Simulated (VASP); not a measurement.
Wanted: the native input for a VASP 6.6.1 run.

* Task: single point
* Functional: r2SCAN
* Potentials or basis: VASP PAW PBE potentials, release 64 (Si, O)
* Cutoff: 520 eV
* k mesh: 6 × 6 × 8
* Occupations: gaussian, width 0.05 eV
* Spin: no spin polarisation
* Dipole correction: no
* Further INCAR settings: ALGO = Normal; EDIFF = 1e-07; NBANDS = 25

Crystal: SiO2.

```xyz
6
Lattice="4.0180 0.0000 0.0000 0.0000 4.0180 0.0000 0.0000 0.0000 2.4552" Properties=species:S:1:pos:R:3 pbc="T T T"
Si    2.0090    2.0090    1.2276
Si    0.0000    0.0000    0.0000
O     2.7880    2.7880    0.0000
O     0.7790    3.2390    1.2276
O     1.2300    1.2300    0.0000
O     3.2390    0.7790    1.2276
```

This cell differs from its parent crystal: strain -0.040 along x and y, -0.080 along z.

The input as run:

POSCAR

```
SiO2
1.0
    4.0179898332      0.0000000000      0.0000000000
    0.0000000000      4.0179898332      0.0000000000
    0.0000000000      0.0000000000      2.4552453754
Si O
2 4
Direct
    0.5000000000      0.5000000000      0.5000000000
    0.0000000000      0.0000000000      0.0000000000
    0.6938852014      0.6938852014      0.0000000000
    0.1938852014      0.8061147986      0.5000000000
    0.3061147986      0.3061147986      0.0000000000
    0.8061147986      0.1938852014      0.5000000000
```

INCAR.step1

```
ALGO = Normal
EDIFF = 1E-4
ENCUT = 520
GGA = PE
ISMEAR = 0
LASPH = T
LCHARG = F
LREAL = F
LWAVE = T
NBANDS = 25
NELM = 100
PREC = Accurate
SIGMA = 0.05
```

INCAR.step2

```
ALGO = Normal
EDIFF = 1E-7
ENCUT = 520
ISIF = 2
ISMEAR = 0
ISTART = 1
LASPH = T
LCHARG = F
LMIXTAU = T
LREAL = F
LWAVE = F
METAGGA = R2SCAN
NBANDS = 25
NELM = 100
PREC = Accurate
SIGMA = 0.05
```

KPOINTS

```
k-points
0
Gamma
  6 6 8
```

Potentials or basis: VASP PAW PBE potentials, release 64 (Si, O).

The run is started by

```sh
$ cat potpaw_PBE.64/Si/POTCAR potpaw_PBE.64/O/POTCAR > POTCAR
$ cp INCAR.step1 INCAR
$ mpirun -np 1 vasp_std > vasp.out
$ cp INCAR.step2 INCAR
$ mpirun -np 1 vasp_std > vasp.out
```

It gave:

```
Pressure               : 82.5 GPa
Largest force          : 1.482 eV/Å
Band gap on the k mesh : 9.02 eV, direct
```

Caveat: the cell differs from its parent crystal (strain -0.040 along x and y, -0.080 along z); the PAW data sets were made with another functional, which shifts forces and pressure a little.

Run time: 2.3 min on 1 thread of Intel(R) Xeon(R) Platinum 8259CL CPU @ 2.50GHz (Skylake/Cascade Lake), with other jobs on the host, peak memory 0.17 GiB.
